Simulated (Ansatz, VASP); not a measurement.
**MgO in VASP and in Ansatz**

```
Mg O
1.0
     0.00000    2.09169    2.09169
     2.09169    0.00000    2.09169
     2.09169    2.09169    0.00000
Mg O
1 1
Direct
  0.02661 0.02661 0.97339
  0.45957 0.45957 0.54043
```

Change from the starting cell: mode 6 frozen in at -0.172 Å, equal normal strain along x, y and z -0.0167.

Alike in both runs: task single point; functional PBE; k mesh 10 × 10 × 10; occupations gaussian, width 0.05 eV; no spin polarisation.

|  | VASP | Ansatz |
| --- | --- | --- |
| version | VASP 6.6.1 | Ansatz 0.2.0 |
| potentials or method | VASP PAW PBE potentials, release 64 (Mg, O), cutoff 600 eV | scalar-relativistic, plane waves, PAW |
| valence electrons in the cell | 8 | 16 |

VASP gave:

| Item | Value |
| --- | --- |
| gap on the k mesh at the Fermi level (eV) | 4.90 |
| least direct gap on the mesh (eV) | 4.90 |
| pressure (GPa) | 16.6 |
| traceless stress, the component that is largest in VASP (GPa) | 22.80 |
| rms of the force components (eV/Å) | 1.567 |

Question: What did Ansatz give for the same quantities?

Answer: gap on the k mesh at the Fermi level (eV): 4.92; least direct gap on the mesh (eV): 4.92; pressure (GPa): 17.4; traceless stress, the component that is largest in VASP (GPa): 22.36; rms of the force components (eV/Å): 1.540.

Atom by atom the forces differ by 0.027 eV/Å (rms over components). VASP's potentials hold 8 valence electrons a cell and Ansatz's 16, so a difference there can come from the potentials and not from the codes.
